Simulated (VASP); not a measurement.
A run of VASP 6.6.1:

INCAR

```
SYSTEM = Ba2NF
PREC = Accurate
ENCUT = 520
EDIFF = 1E-6
ISMEAR = 0
SIGMA = 0.05
LREAL = .False.
LASPH = .True.
NELM = 60
ALGO = Normal
ISIF = 2
LWAVE = .False.
LCHARG = .False.
NBANDS = 24
```

Contents of KPOINTS:

```
regular mesh
0
Gamma
  9 9 9
  0 0 0
```

Contents of POSCAR:

```
Ba2NF
1.0
    2.0108224243      1.1609488680      6.6751031400
   -2.0108224243      1.1609488680      6.6751031400
    0.0000000000     -2.3218977359      6.6751031400
Ba N F
2 1 1
Direct
    0.7576400200      0.7576400200      0.7576400200
    0.2423599800      0.2423599800      0.2423599800
    0.5000000000      0.5000000000      0.5000000000
    0.0000000000      0.0000000000      0.0000000000
```

Potentials or basis: VASP PAW LDA potentials, release 64 (Ba_sv, N, F).

Launch:

```console
$ cat potpaw_LDA.64/Ba_sv/POTCAR potpaw_LDA.64/N/POTCAR potpaw_LDA.64/F/POTCAR > POTCAR
$ mpirun -np 1 vasp_std > vasp.out
```

Hardware: 1 thread of Intel(R) Xeon(R) Platinum 8488C (Sapphire Rapids), on a shared host.

Question: How long does it take, and how much memory?

Answer: Run time: 8.8 min on 1 thread of Intel(R) Xeon(R) Platinum 8488C (Sapphire Rapids) (shared host), peak memory 0.43 GiB. Counts: scf iterations 15, k points 85.
